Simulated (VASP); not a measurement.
Set up this calculation in VASP 6.6.1, as the native input.

| Property | Result |
| --- | --- |
| Task | relaxation of cell and atoms |
| Functional | PBE |
| Potentials or basis | VASP PAW PBE potentials, release 64 (Cd, Te, F) |
| Cutoff | 600 eV |
| k mesh | 6 × 6 × 6 |
| Occupations | gaussian, width 0.02 eV |
| Spin | no spin polarisation |
| Dipole correction | no |
| Further INCAR settings | ALGO = Normal; EDIFF = 1e-06; IBRION = 2; EDIFFG = -0.01; NSW = 100; ISIF = 3 |

The structure of CdTeF6 lies in POSCAR:

```
CdTeF6
1.0
    0.0000000000      4.3463038000      4.3463038000
    4.3463038000      0.0000000000      4.3463038000
    4.3463038000      4.3463038000      0.0000000000
Cd Te F
1 1 6
Direct
    0.0000000000      0.0000000000      0.0000000000
    0.5000000000      0.5000000000      0.5000000000
    0.7402890000      0.2597110000      0.2597110000
    0.2597110000      0.7402890000      0.7402890000
    0.2597110000      0.7402890000      0.2597110000
    0.7402890000      0.2597110000      0.7402890000
    0.2597110000      0.2597110000      0.7402890000
    0.7402890000      0.7402890000      0.2597110000
```

The cell was generated, and may not be a known phase.

The input as run:

INCAR

```
ALGO = Normal
EDIFF = 1E-6
EDIFFG = -0.01
ENCUT = 600
GGA = PE
IBRION = 2
ISIF = 3
ISMEAR = 0
LASPH = True
LCHARG = False
LREAL = False
LWAVE = False
NELM = 60
NSW = 100
PREC = Accurate
SIGMA = 0.02
```

KPOINTS

```
k-points
0
Gamma
  6 6 6
```

Potentials or basis: VASP PAW PBE potentials, release 64 (Cd, Te, F).

Launch:

```bash
$ cat potpaw_PBE.64/Cd/POTCAR potpaw_PBE.64/Te/POTCAR potpaw_PBE.64/F/POTCAR > POTCAR
$ mpirun -np 1 vasp_std > vasp.out
```

Results of the run:

```yaml
Relaxed_volume: 20.47 Å³/atom
Relaxed_cell: a = 6.141 Å, b = 6.141 Å, c = 6.141 Å, α = 60.00°, β = 60.00°, γ = 60.00°
Space_group_after_relaxing_to_0.1_Å: Fm-3m (No. 225)
Energy_gained_by_relaxing: 0.2 meV/atom
Ionic_steps: 5
Pressure_after_relaxing: 0.0 GPa
Largest_force_after_relaxing: 0.006 eV/Å
Band_gap_on_the_k_mesh: 2.71 eV (least direct gap 3.44 eV)
```

Caveat: spin-orbit coupling is left out, which moves the levels of the heavy elements.

It took 4 min on 1 thread of Oxide Virtual Turin-like Processor, on a shared host, peak memory 0.39 GiB.
